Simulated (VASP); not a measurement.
# NaCl (Pm-3m) in VASP: further runs

The runs below take NaCl through single point, with PBEsol.

All numbers are computed with VASP 6.6.1; they aren't measurements. Logs are shortened: lines on timing, memory, paths and dates and some standing lists are left out, and cuts for length are marked.

## Step 1: The cell of the first run

It takes space group Pm-3m (No. 221, cubic). Conventional cell: a = 3.092 Å, b = 3.092 Å, c = 3.092 Å, α = 90.00°, β = 90.00°, γ = 90.00°. Cl (site symmetry m-3m) has 8 Na at 2.68 Å and 6 Cl at 3.09 Å within 3.5 Å. Within 3.5 Å of Na (site symmetry m-3m) lie 8 Cl at 2.68 Å and 6 Na at 3.09 Å.

## Step 2: Single point, PBEsol

INCAR reads:

```
SYSTEM = NaCl
PREC     = Accurate       ! precision mode
ENCUT    = 520            ! plane-wave cutoff, eV
EDIFF    = 1E-7           ! SCF threshold, eV
ISMEAR   = -1             ! smearing method
SIGMA    = 0.05           ! smearing width, eV
LREAL    = .FALSE.        ! projectors in reciprocal space
LASPH    = .TRUE.         ! aspherical terms in the spheres
NELM     = 80             ! most SCF steps
ALGO     = Normal         ! electronic algorithm
ISIF     = 2              ! what is computed and relaxed
LWAVE    = .FALSE.        ! write WAVECAR
LCHARG   = .FALSE.        ! write CHGCAR
GGA      = PS             ! functional
NBANDS   = 14             ! bands
```

KPOINTS reads:

```
regular mesh
0
G
  8 8 8
  0 0 0
```

POSCAR reads:

```
NaCl
1.0
    3.0924560362      0.0000000000      0.0000000000
    0.0000000000      3.0924560362      0.0000000000
    0.0000000000      0.0000000000      3.0924560362
Cl Na
1 1
Direct
    0.5000000000      0.5000000000      0.5000000000
    0.0000000000      0.0000000000      0.0000000000
```

Potentials or basis: VASP PAW PBE potentials, release 64 (Cl, Na_pv).

On the command line:

```console
> cat potpaw_PBE.64/Cl/POTCAR potpaw_PBE.64/Na_pv/POTCAR > POTCAR
> mpirun -np 1 vasp_std > vasp.out
```

OUTCAR:

```text
SYSTEM = NaCl
   PREC = Accurate
   ENCUT = 520
   EDIFF = 1E-7
   ISMEAR = -1
   LREAL = .FALSE.
   LASPH = .TRUE.
   NELM = 80
   ISIF = 2
   GGA = PS

 ion  position               nearest neighbor table
   1  0.500  0.500  0.500-   2 2.68   2 2.68   2 2.68   2 2.68   2 2.68   2 2.68   2 2.68   2 2.68

   2  0.000  0.000  0.000-   1 2.68   1 2.68   1 2.68   1 2.68   1 2.68   1 2.68   1 2.68   1 2.68

  LATTYP: Found a simple cubic cell.
 ALAT       =     3.0924560362

  Lattice vectors:

 A1 = (   3.0924560362,   0.0000000000,   0.0000000000)
 A2 = (   0.0000000000,   3.0924560362,   0.0000000000)
 A3 = (   0.0000000000,   0.0000000000,   3.0924560362)

Analysis of symmetry for initial positions (statically):
=====================================================================
 Subroutine PRICEL returns:
 Original cell was already a primitive cell.

 Routine SETGRP: Setting up the symmetry group for a
 simple cubic supercell.

 Subroutine GETGRP returns: Found 48 space group operations
 (whereof 48 operations were pure point group operations)
 out of a pool of 48 trial point group operations.

The static configuration has the point symmetry O_h .

Analysis of symmetry for dynamics (positions and initial velocities):
=====================================================================
 Subroutine PRICEL returns:
 Original cell was already a primitive cell.

 Routine SETGRP: Setting up the symmetry group for a
 simple cubic supercell.

 Subroutine GETGRP returns: Found 48 space group operations
 (whereof 48 operations were pure point group operations)
 out of a pool of 48 trial point group operations.

The dynamic configuration has the point symmetry O_h .

 Subroutine INISYM returns: Found 48 space group operations
 (whereof 48 operations are pure point group operations),
 and found     1 'primitive' translations

----------------------------------------------------------------------------------------

                                     Primitive cell

  volume of cell :      29.5740

  direct lattice vectors                    reciprocal lattice vectors
     3.092456036  0.000000000  0.000000000     0.323367572  0.000000000  0.000000000
     0.000000000  3.092456036  0.000000000     0.000000000  0.323367572  0.000000000
     0.000000000  0.000000000  3.092456036     0.000000000  0.000000000  0.323367572

  length of vectors
     3.092456036  3.092456036  3.092456036     0.323367572  0.323367572  0.323367572

  position of ions in fractional coordinates (direct lattice)
     0.500000000  0.500000000  0.500000000
     0.000000000  0.000000000  0.000000000

  ion indices of the primitive-cell ions
   primitive index   ion index
                 1           1
                 2           2

----------------------------------------------------------------------------------------

 KPOINTS: regular mesh

Automatic generation of k-mesh.
 Grid dimensions read from file:
 generate k-points for:    8    8    8

 Generating k-lattice:

  Cartesian coordinates                     Fractional coordinates (reciprocal lattice)
     0.040420947  0.000000000  0.000000000     0.125000000  0.000000000  0.000000000
     0.000000000  0.040420947  0.000000000     0.000000000  0.125000000  0.000000000
     0.000000000  0.000000000  0.040420947     0.000000000  0.000000000  0.125000000

  Length of vectors
     0.040420947  0.040420947  0.040420947

  Shift w.r.t. Gamma in fractional coordinates (k-lattice)
     0.000000000  0.000000000  0.000000000

 Subroutine IBZKPT returns following result:
 ===========================================

 Found     35 irreducible k-points:

 Following reciprocal coordinates:
            Coordinates               Weight
  0.000000  0.000000  0.000000      1.000000
  0.125000  0.000000  0.000000      6.000000
  0.250000  0.000000  0.000000      6.000000
  0.375000  0.000000  0.000000      6.000000
  0.500000  0.000000  0.000000      3.000000
  0.125000  0.125000  0.000000     12.000000
[... 16 lines left out ...]
  0.375000  0.375000  0.125000     24.000000
  0.500000  0.375000  0.125000     24.000000
 [... further k-points ...]
   k-points           NKPTS =     35   k-points in BZ     NKDIM =     35   number of bands    NBANDS=     14
   number of dos      NEDOS =    301   number of ions     NIONS =      2
   total plane-waves  NPLWV =  13824
   dimension x,y,z NGX =    24 NGY =   24 NGZ =   24
   dimension x,y,z NGXF=    48 NGYF=   48 NGZF=   48
   ions per type =               1   1
   NGX,Y,Z   is equivalent  to a cutoff of  12.90, 12.90, 12.90 a.u.
   NGXF,Y,Z  is equivalent  to a cutoff of  25.80, 25.80, 25.80 a.u.
 SYSTEM =  NaCl
   PREC   = accura    normal or accurate (medium, high low for compatibility)
   ISTART =      0    job   : 0-new  1-cont  2-samecut
   ICHARG =      2    charge: 1-file 2-atom 10-const
   ISPIN  =      1    spin polarized calculation?
   LNONCOLLINEAR =      F non collinear calculations
   LSORBIT =      F    spin-orbit coupling
   LASPH  =      T    aspherical Exc in radial PAW
   ENCUT  =  520.0 eV  38.22 Ry    6.18 a.u.   5.75  5.75  5.75*2*pi/ulx,y,z
   NELM   =     80;   NELMIN=  2; NELMDL= -5     # of ELM steps
   EDIFF  = 0.1E-06   stopping-criterion for ELM
   LREAL  =      F    real-space projection
   EDIFFG = 0.1E-05   stopping-criterion for IOM
   NSW    =      0    number of steps for IOM
   IBRION =     -1    ionic relax: 0-MD 1-quasi-New 2-CG
   NFREE  =      0    steps in history (QN), initial steepest desc. (CG)
   ISIF   =      2    stress and relaxation
   ISYM   =      2    0-nonsym 1-usesym 2-fastsym
   POTIM  = 0.5000    time-step for ionic-motion
   TEBEG  =    0.0;   TEEND  =   0.0 temperature during run
   PSTRESS=    0.0 pullay stress
   NELECT =      14.0000    total number of electrons
   NUPDOWN=      -1.0000    fix difference up-down
   EMIN   =  10.00;   EMAX   =-10.00  energy-range for DOS
   EFERMI =   0.00;   METHOD = LEGACY
   ISMEAR =    -1;   SIGMA  =   0.05  broadening in eV -4-tet -1-fermi 0-gaus
   EFERMI_NEDOS =   21; number of points for ismear=-14 and -15
   IALGO  =     38    algorithm
   IMIX   =      4    mixing-type and parameters
     AMIX     =   0.40;   BMIX     =  1.00
     AMIX_MAG =   1.60;   BMIX_MAG =  1.00
  volume/ion in A,a.u.               =      14.79        99.79
  Fermi-wavevector in a.u.,A,eV,Ry     =   1.275892  2.411087 22.148936  1.627901
  Thomas-Fermi vector in A             =   2.408579
   LORBIT       =      0    0 simple, 1 ext, 2 COOP (PROOUT), +10 PAW based schemes
   GGA     = PS    functional components
   LHFCALC =     F    Hartree Fock is set to
   AEXX    =    0.0000 exact exchange contribution
   IVDW    =     0    specifies the selected vdW correction
   LEPSILON=     F    determine dielectric tensor
   LRPA    =     F    only Hartree local field effects (RPA)
 non-spin polarized calculation
  energy-cutoff  :      520.00
  volume of cell :       29.57
 maximum number of plane-waves:       840
 NGX is ok and might be reduce to    24
   NGX = 11   NGY = 11   NGZ = 11

 number of electron      14.0000022 magnetization

 Free energy of the ion-electron system (eV)
  ---------------------------------------------------
  ext. energy  EPLUGINS =         0.00000000
  ---------------------------------------------------
  free energy    TOTEN  =        -6.19923876 eV

  energy without entropy =       -6.19923876  energy(sigma->0) =       -6.19923876

 E-fermi :   4.7412     XC(G=0): -10.3466

 val. band max:        3.7142400443   @ k =   0.5000   0.5000   0.0000
 cond. band min:       8.6691442921   @ k =   0.5000   0.5000   0.0000
 fundamental gap:      4.9549042478
 Fermi energy:         4.7412320546

 k-point     1 :       0.0000    0.0000    0.0000
  band No.  band energies     occupation
      1     -18.2391      2.00000
      2     -18.2391      2.00000
      3     -18.2391      2.00000
      4     -11.4786      2.00000
      5       2.8083      2.00000
      6       2.8083      2.00000
      7       2.8083      2.00000
      8       9.2002      0.00000
      9      11.2908      0.00000
     10      11.2908      0.00000
     11      20.8758      0.00000
     12      20.8758      0.00000
     13      20.8758      0.00000
     14      23.1312      0.00000

 k-point     2 :       0.1250    0.0000    0.0000
  band No.  band energies     occupation
      1     -18.2674      2.00000
      2     -18.2367      2.00000
      3     -18.2367      2.00000
      4     -11.3543      2.00000
      5       1.9427      2.00000
      6       2.8611      2.00000
      7       2.8611      2.00000
      8       9.7155      0.00000
      9      11.5052      0.00000
     10      12.1397      0.00000
     11      19.5638      0.00000
     12      19.5638      0.00000
     13      21.0255      0.00000
     14      22.3255      0.00000

 k-point     3 :       0.2500    0.0000    0.0000
  band No.  band energies     occupation
      1     -18.3342      2.00000
      2     -18.2310      2.00000
      3     -18.2310      2.00000
      4     -11.0335      2.00000
      5       0.3554      2.00000
      6       2.9934      2.00000
      7       2.9934      2.00000
      8      10.5252      0.00000
      9      12.1262      0.00000
     10      14.0635      0.00000
     11      17.8156      0.00000
     12      17.8156      0.00000
     13      20.6190      0.00000
     14      21.4298      0.00000
[... 324 lines left out ...]
 k-point    23 :       0.3750    0.3750    0.1250
  band No.  band energies     occupation
      1     -18.3519      2.00000
      2     -18.3404      2.00000
      3     -18.2324      2.00000
      4     -10.0563      2.00000
      5      -0.0306      2.00000
      6       0.1304      2.00000
      7       2.9030      2.00000
      8       9.9989      0.00000
      9      13.8013      0.00000
     10      14.6058      0.00000
     11      15.4964      0.00000
     12      18.9401      0.00000
     13      19.1277      0.00000
     14      23.5040      0.00000

 k-point    24 :       0.5000    0.3750    0.1250
  band No.  band energies     occupation
      1     -18.3668      2.00000
      2     -18.3385      2.00000
      3     -18.2300      2.00000
      4      -9.9496      2.00000
      5      -0.3725      2.00000
      6       0.2242      2.00000
      7       2.9928      2.00000
      8       9.4529      0.00000
      9      14.1617      0.00000
     10      14.2691      0.00000
     11      15.4375      0.00000
     12      19.1553      0.00000
     13      19.4939      0.00000
     14      23.6587      0.00000

 [... further k-points ...]

------------------------ aborting loop because EDIFF is reached ----------------------------------------

  FORCE on cell =-STRESS in cart. coord.  units (eV):
  Direction    XX          YY          ZZ          XY          YZ          ZX
  --------------------------------------------------------------------------------------
  -------------------------------------------------------------------------------------
  Total        3.7299201      3.7299201      3.7299201     -0.0000000      0.0000000     -0.0000000
  in kB      202.0689159    202.0689159    202.0689159     -0.0000000      0.0000000     -0.0000000
  external PRESSURE =     202.0689159 kB  Pullay stress =       0.0000000 kB

 VOLUME and BASIS-vectors are now :
 -----------------------------------------------------------------------------
  energy-cutoff  :      520.00
  volume of cell :       29.57
      direct lattice vectors                 reciprocal lattice vectors
     3.092456036  0.000000000  0.000000000     0.323367572  0.000000000  0.000000000
     0.000000000  3.092456036  0.000000000     0.000000000  0.323367572  0.000000000
     0.000000000  0.000000000  3.092456036     0.000000000  0.000000000  0.323367572

 POSITION                                       TOTAL-FORCE (eV/Angst)
 -----------------------------------------------------------------------------------
      1.54623      1.54623      1.54623         0.000000      0.000000      0.000000
      0.00000      0.00000      0.00000         0.000000      0.000000      0.000000
 -----------------------------------------------------------------------------------
    total drift:                                0.000000     -0.000000     -0.000000

  FREE ENERGIE OF THE ION-ELECTRON SYSTEM (eV)
  ---------------------------------------------------
  free  energy   TOTEN  =        -6.1992387601 eV

  energy  without entropy=       -6.1992387601  energy(sigma->0) =       -6.19923876
```

Run time: 4 s. Hardware: 1 thread of Intel Xeon 6975P-C (Granite Rapids), shared host; peak memory 0.13 GiB.

What came out:

| Item | Value |
| --- | --- |
| Free energy | -6.1992 eV |
| Pressure | 20.2 GPa |
| Band gap on the k mesh | 4.95 eV |

Levels at points of the mesh, in eV from the valence-band top:
| k point | band 4 | band 5 | band 6 | band 7 | band 8 | band 9 | band 10 | band 11 |
| --- | --- | --- | --- | --- | --- | --- | --- | --- |
| (0.00, 0.00, 0.00) | -15.19 | -0.91 | -0.91 | -0.91 | 5.49 | 7.58 | 7.58 | 17.16 |
| (0.50, 0.00, 0.00) | -14.23 | -5.13 | -0.52 | -0.52 | 8.05 | 9.91 | 11.36 | 12.46 |
| (0.50, 0.50, 0.00) | -13.66 | -3.97 | -3.97 | 0.00 | 4.95 | 10.37 | 12.85 | 12.85 |
| (0.50, 0.50, 0.50) | -12.95 | -3.40 | -3.40 | -3.40 | 6.66 | 6.66 | 6.66 | 14.74 |

Caveat: the cell stands under pressure; the PAW data sets were made with another functional, which shifts forces and pressure a little.

## Step 3: Single point, PBEsol

This run uses another cell than the first one, of 16.57 Å³/atom.

INCAR reads:

```
SYSTEM = NaCl
ALGO = Normal
EDIFF = 1E-6
ENCUT = 520
GGA = PS
ISIF = 2
ISMEAR = -1
LASPH = .TRUE.
LCHARG = .FALSE.
LREAL = .FALSE.
LWAVE = .FALSE.
NBANDS = 14
NELM = 100
PREC = Accurate
SIGMA = 0.05
```

KPOINTS reads:

```
k-points
0
G
  8 8 8
  0 0 0
```

POSCAR reads:

```
NaCl
1.0
    3.2119678411      0.0000000000      0.0000000000
    0.0000000000      3.2119678411      0.0000000000
    0.0000000000      0.0000000000      3.2119678411
Cl Na
1 1
Direct
    0.5000000000      0.5000000000      0.5000000000
    0.0000000000      0.0000000000      0.0000000000
```

Potentials or basis: VASP PAW PBE potentials, release 64 (Cl, Na_pv).

On the command line:

```console
> cat potpaw_PBE.64/Cl/POTCAR potpaw_PBE.64/Na_pv/POTCAR > POTCAR
> mpirun -np 1 vasp_std > vasp.out
```

OUTCAR:

```text
SYSTEM = NaCl
   EDIFF = 1E-6
   ENCUT = 520
   GGA = PS
   ISIF = 2
   ISMEAR = -1
   LASPH = .TRUE.
   LREAL = .FALSE.
   NELM = 100
   PREC = Accurate

 ion  position               nearest neighbor table
   1  0.500  0.500  0.500-
   2  0.000  0.000  0.000-

  LATTYP: Found a simple cubic cell.
 ALAT       =     3.2119678411

  Lattice vectors:

 A1 = (   3.2119678411,   0.0000000000,   0.0000000000)
 A2 = (   0.0000000000,   3.2119678411,   0.0000000000)
[... 594 lines left out ...]

  FORCE on cell =-STRESS in cart. coord.  units (eV):
  Direction    XX          YY          ZZ          XY          YZ          ZX
  --------------------------------------------------------------------------------------
  -------------------------------------------------------------------------------------
  Total        2.0814770      2.0814770      2.0814770     -0.0000000      0.0000000      0.0000000
  in kB      100.6395399    100.6395399    100.6395399     -0.0000000      0.0000000      0.0000000
  external PRESSURE =     100.6395399 kB  Pullay stress =       0.0000000 kB

 VOLUME and BASIS-vectors are now :
 -----------------------------------------------------------------------------
  energy-cutoff  :      520.00
  volume of cell :       33.14
      direct lattice vectors                 reciprocal lattice vectors
     3.211967841  0.000000000  0.000000000     0.311335620  0.000000000  0.000000000
     0.000000000  3.211967841  0.000000000     0.000000000  0.311335620  0.000000000
     0.000000000  0.000000000  3.211967841     0.000000000  0.000000000  0.311335620

 POSITION                                       TOTAL-FORCE (eV/Angst)
 -----------------------------------------------------------------------------------
      1.60598      1.60598      1.60598         0.000000      0.000000      0.000000
      0.00000      0.00000      0.00000         0.000000      0.000000      0.000000
 -----------------------------------------------------------------------------------
    total drift:                                0.000000     -0.000000     -0.000000

  FREE ENERGIE OF THE ION-ELECTRON SYSTEM (eV)
  ---------------------------------------------------
  free  energy   TOTEN  =        -6.5271395572 eV

  energy  without entropy=       -6.5271395571  energy(sigma->0) =       -6.52713956
```

Wall time 3.8 s (1 thread of Intel Xeon 6975P-C (Granite Rapids), shared host); peak memory 0.13 GiB.

What came out:

```yaml
Free_energy: -6.5271 eV
Pressure: 10.1 GPa
Band_gap_on_the_k_mesh: 4.87 eV (least direct gap 5.18 eV)
```

Levels at points of the mesh, in eV from the valence-band top:
```tsv
k point	band 3	band 4	band 5	band 6	band 7	band 8	band 9	band 10	band 11	band 12
(0.00, 0.00, 0.00)	-21.83	-14.51	-0.76	-0.76	-0.76	4.87	7.93	7.93	16.80	16.80
(0.50, 0.00, 0.00)	-21.82	-13.79	-4.38	-0.42	-0.42	7.61	10.14	10.40	12.30	12.30
(0.50, 0.50, 0.00)	-21.81	-13.32	-3.39	-3.39	0.00	5.18	10.21	12.67	12.67	12.81
(0.50, 0.50, 0.50)	-21.89	-12.78	-2.85	-2.85	-2.85	6.82	6.82	6.82	13.75	18.46
```

Caveat: the cell stands under pressure; the PAW data sets were made with another functional, which shifts forces and pressure a little. A k mesh can miss the band edges.
